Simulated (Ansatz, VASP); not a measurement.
**Cu: VASP beside Ansatz**

File POSCAR:

```
Cu
1.0
    0.0000000000      1.8250000000      1.8250000000
    1.8250000000      0.0000000000      1.8250000000
    1.8250000000      1.8250000000      0.0000000000
Cu
1
Direct
    0.0000000000      0.0000000000      0.0000000000
```

Contents of INCAR.step1:

```
SYSTEM = Cu
  PREC = Accurate
  ENCUT = 600
  ISMEAR = 0
  SIGMA = 0.1
  LREAL = .False.
  LASPH = .True.
  NELM = 60
  GGA = PE
  ALGO = Normal
  EDIFF = 1E-4
  LWAVE = .True.
  LCHARG = .False.
```

The input INCAR.step2:

```
SYSTEM = Cu
  PREC = Accurate
  ENCUT = 600
  EDIFF = 1E-6
  ISMEAR = 0
  SIGMA = 0.1
  LREAL = .False.
  LASPH = .True.
  NELM = 60
  ALGO = Normal
  ISIF = 3
  LWAVE = .False.
  LCHARG = .False.
  METAGGA = R2SCAN
  LMIXTAU = .True.
  LUSE_VDW = .True.
  IVDW_NL = 2
  BPARAM = 11.95
  CPARAM = 0.0093
  IBRION = 2
  NSW = 100
  EDIFFG = -0.05
  ISTART = 1
```

Contents of KPOINTS:

```
regular mesh
0
Gamma
  10 10 10
  0 0 0
```

Input for Ansatz:

```yaml
crystal:
  lattice:
    - [0.0, 1.825, 1.825]
    - [1.825, 0.0, 1.825]
    - [1.825, 1.825, 0.0]
  atoms:
    - { symbol: Cu, position: [0.0, 0.0, 0.0] }
basis:
  ecutwfc: 500
kpoints:
  mp_grid: { grid: [10, 10, 10] }
hamiltonian:
  xc: r2scan
  dispersion: rvv10
  pseudopotentials: { kind: paw, azcp: { folder: soft_1 } }
scf:
  occupations: { method: gaussian, width: 0.1 }
output:
  forces: true
  stress: true
  eigenvalues: true
relax:
  adjacent_minimum: "off"
  f_tol: 0.05
  max_steps: 80
  cell: { stress_tol: 0.5 }
```

Alike in both runs: task relaxation of cell and atoms; functional r2SCAN; dispersion rVV10; k mesh 10 × 10 × 10; occupations gaussian, width 0.1 eV; no spin polarisation.

```csv
,VASP,Ansatz
version,VASP 6.6.1,Ansatz 0.2.0
potentials or method,"VASP PAW PBE potentials, release 64 (Cu), cutoff 600 eV","scalar-relativistic, plane waves, PAW"
valence electrons in the cell,11,19
```

VASP gave:

```
gap on the k mesh at the Fermi level, each at its own relaxed structure (eV) : none
relaxed volume (Å³/atom)                                                     : 11.37
relaxed length of the cell vector where the two differ most in proportion (Å)              : 2.524
```

Question: What did Ansatz give for the same quantities?

Answer: gap on the k mesh at the Fermi level, each at its own relaxed structure (eV): none; relaxed volume (Å³/atom): 11.32; relaxed length of the cell vector where the two differ most in proportion (Å): 2.520.

VASP's potentials were made for PBE, not for r2SCAN. A gap of «none» marks a metal or a gap that the smearing closes. VASP's potentials hold 11 valence electrons a cell and Ansatz's 19, so a difference there can come from the potentials and not from the codes.
